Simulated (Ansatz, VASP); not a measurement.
## One calculation of Lu, two programs

The input INCAR:

```
PREC = Accurate ; ENCUT = 520
EDIFF = 1E-7 ; ISMEAR = -1
SIGMA = 0.6 ; LREAL = F
LASPH = T ; NELM = 100
ALGO = Normal ; ISIF = 2
LWAVE = F ; LCHARG = T
GGA = CA ; LELF = T
LVHAR = T ; NBANDS = 32
```

Contents of KPOINTS:

```
regular mesh
0
Gamma
  11 11 6
```

The input POSCAR:

```
Lu
1.0
    3.3823924653      0.0000000000      0.0000000000
   -1.6911962327      2.9292378005      0.0000000000
    0.0000000000      0.0000000000      5.2524129119
Lu
2
Direct
    0.3333333333      0.6666666667      0.2500000000
    0.6666666667      0.3333333333      0.7500000000
```

Input for Ansatz:

```yaml
crystal:
  lattice:
    - [3.3823924653, 0.0, 0.0]
    - [-1.6911962327, 2.9292378005, 0.0]
    - [0.0, 0.0, 5.2524129119]
  atoms:
    - { symbol: Lu, position: [0.3333333333, 0.6666666667, 0.25] }
    - { symbol: Lu, position: [0.6666666667, 0.3333333333, 0.75] }
hamiltonian:
  xc: lda
  pseudopotentials:
    kind: paw
    azcp:
      Lu: "pseudopotentials/Lu.paw.azcp"
basis:
  ecutwfc: 420
  fft_grid_basis: typed
kpoints:
  mp_grid: { grid: [11, 11, 6], shift: [0, 0, 0] }
magnetization:
  spin_polarized: false
scf:
  occupations: { method: fermi_dirac, width: 0.6 }
  lower_state_search: "off"
output:
  stress: true
  write_density: true
  write_potential: true
  elf: true
  volumetric_format: npy
```

Alike in both runs: task single point; functional LDA; k mesh 11 × 11 × 6; occupations fermi-dirac, width 0.6 eV; no spin polarisation.

```csv
,VASP,Ansatz
version,VASP 6.6.1,Ansatz 0.2.0
potentials or method,"VASP PAW PBE potentials, release 64 (Lu), cutoff 520 eV","plane waves (420 eV) with PAW, scalar-relativistic"
valence electrons in the cell,50,50
```

|  | VASP | Ansatz | Ansatz less VASP |
| --- | --- | --- | --- |
| pressure (GPa) | 3.1 | 2.7 | -0.31 |
| traceless stress, the component that is largest in VASP (GPa) | 1.84 | 1.82 | -0.017 |

VASP's potentials were made for PBE, not for LDA, and Ansatz warns of the same on its side. LDA's correlation is that of Perdew and Zunger in VASP and of Perdew and Wang (1992) in Ansatz.

Spin-orbit coupling is off throughout.
